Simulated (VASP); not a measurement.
**Ca: single point with PBE**

Crystal: Ca.

```
Ca
1.0
     0.00000    2.76214    2.76214
     2.76214    0.00000    2.76214
     2.76214    2.76214    0.00000
Ca
1
Direct
  0.00000 0.00000 0.00000
```

```yaml
Program: VASP 6.6.1
Task: single point
Functional: PBE
Potentials_or_basis: VASP PAW PBE potentials, release 64 (Ca_sv)
Cutoff: 520 eV
k_mesh: 16 × 16 × 16
Occupations: fermi-dirac, width 0.05 eV
Spin: no spin polarisation
```

- Pressure: 0.0 GPa
- Band gap on the k mesh: zero (band 5 reaches 2.16 eV, above the bottom of band 6 at 1.80 eV)

Levels at points of the mesh, in eV from the Fermi level:
```
           k point  band 1  band 2  band 3  band 4  band 5  band 6  band 7  band 8  band 9  band 10
(0.00, 0.00, 0.00)  -42.02  -22.93  -22.93  -22.93   -4.03    2.34    2.34    2.34    3.41     3.41
(0.50, 0.00, 0.00)  -42.00  -23.07  -22.95  -22.95   -0.99   -0.16    2.22    2.22    4.09     4.09
(0.50, 0.50, 0.00)  -42.00  -23.06  -22.99  -22.99   -0.46    0.57    0.97    4.09    4.28     4.28
```

It took 47 s on 1 thread of Intel(R) Xeon(R) Platinum 8259CL CPU @ 2.50GHz (Skylake/Cascade Lake) (shared host), peak memory 0.21 GiB.
